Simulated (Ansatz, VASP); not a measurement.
**AlCo in VASP and in Ansatz**

The input INCAR:

```
  ALGO = Normal
  DIPOL = 0.5 0.5 0.500
  EDIFF = 1E-6
  ENCUT = 520
  GGA = PE
  IDIPOL = 3
  ISIF = 2
  ISMEAR = -1
  LASPH = T
  LCHARG = F
  LDIPOL = T
  LREAL = F
  LWAVE = F
  NBANDS = 20
  NELM = 80
  PREC = Accurate
  SIGMA = 0.1
```

Contents of KPOINTS:

```
k-points
0
Gamma
  13 9 1
```

Contents of POSCAR:

```
AlCo
1.0
    2.8528193275      0.0000000000      0.0000000000
    0.0000000000      4.0344957840      0.0000000000
    0.0000000000      0.0000000000     15.2561000000
Co Al
2 2
Direct
    0.7500000000      0.0000000000      0.4410966240
    0.7500000000      0.5000000000      0.5589033593
    0.2500000000      0.5000000000      0.4260601821
    0.2500000000      0.0000000000      0.5739398179
```

Input for Ansatz:

```yaml
crystal:
  lattice:
    - [2.8528193275, 0.0, 0.0]
    - [0.0, 4.034495784, 0.0]
    - [0.0, 0.0, 15.2561]
  atoms:
    - { symbol: Co, position: [0.75, 0.0, 0.441096624] }
    - { symbol: Al, position: [0.25, 0.5, 0.4260601821] }
    - { symbol: Co, position: [0.75, 0.5, 0.5589033593] }
    - { symbol: Al, position: [0.25, 0.0, 0.5739398179] }
kpoints:
  mp_grid: { grid: [13, 9, 1] }
scf:
  occupations: { method: fermi_dirac, width: 0.1 }
hamiltonian:
  xc: pbe
  pseudopotentials: { kind: all_electron, lapw: { basis_error: 0.001 } }
output:
  forces: true
  stress: true
  eigenvalues: true
efield:
  axis: 3
  amplitude: 0
  dipole_correction: true
```

Alike in both runs: task single point; functional PBE; k mesh 13 × 9 × 1; occupations fermi-dirac, width 0.1 eV; no spin polarisation.

|  | VASP | Ansatz |
| --- | --- | --- |
| version | VASP 6.6.1 | Ansatz 0.2.0 |
| potentials or method | VASP PAW PBE potentials, release 64 (Co, Al), cutoff 520 eV | all-electron LAPW, scalar-relativistic |

VASP gave:

```
rms of the force components (eV/Å) : 0.005
```

Problem. Which values does Ansatz return?

Solution. rms of the force components (eV/Å): 0.002.

Ansatz ran all-electron here, and VASP with PAW potentials.
